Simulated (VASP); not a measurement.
Wanted: the native input for a VASP 6.6.1 run.

| Item | Value |
| --- | --- |
| Task | relaxation of cell and atoms |
| Functional | revPBE |
| Potentials or basis | VASP PAW PBE potentials, release 64 (Ag) |
| Cutoff | 600 eV |
| k mesh | 13 × 13 × 13 |
| Occupations | fermi-dirac, width 0.1 eV |
| Spin | no spin polarisation |
| Dipole correction | no |
| Further INCAR settings | ALGO = Normal; EDIFF = 1e-07; IBRION = 2; EDIFFG = -0.01; NSW = 80; ISIF = 3 |

The structure of Ag lies in POSCAR:

```
Ag
1.0
    0.0000000000      2.0431000000      2.0431000000
    2.0431000000      0.0000000000      2.0431000000
    2.0431000000      2.0431000000      0.0000000000
Ag
1
Direct
    0.0000000000      0.0000000000      0.0000000000
```

These files were run (other wordings do the same):

INCAR

```
SYSTEM = Ag
ALGO = Normal ; EDIFF = 1E-7
EDIFFG = -0.01 ; ENCUT = 600
GGA = RE ; IBRION = 2
ISIF = 3 ; ISMEAR = -1
LASPH = .TRUE. ; LCHARG = .FALSE.
LREAL = .FALSE. ; LWAVE = .FALSE.
NELM = 100 ; NSW = 80
PREC = Accurate ; SIGMA = 0.1
```

KPOINTS

```
k-points
0
G
  13 13 13
  0 0 0
```

Potentials or basis: VASP PAW PBE potentials, release 64 (Ag).

Launch:

```sh
$ cat potpaw_PBE.64/Ag/POTCAR > POTCAR
$ mpirun -np 1 vasp_std > vasp.out
```

Results of the run:

```yaml
Relaxed_volume: 18.39 Å³/atom
Relaxed_cell: a = 2.963 Å, b = 2.963 Å, c = 2.963 Å, α = 60.00°, β = 60.00°, γ = 60.00°
Space_group_after_relaxing_to_0.05_Å: Fm-3m (No. 225)
Energy_gained_by_relaxing: 28.1 meV/atom
Ionic_steps: 3
Pressure_after_relaxing: 0.0 GPa
```

Caveat: the PAW data sets were made with another functional, which shifts forces and pressure a little.

Wall time 38 s on 1 thread of Intel Xeon 6975P-C, on a shared host, peak memory 0.16 GiB.
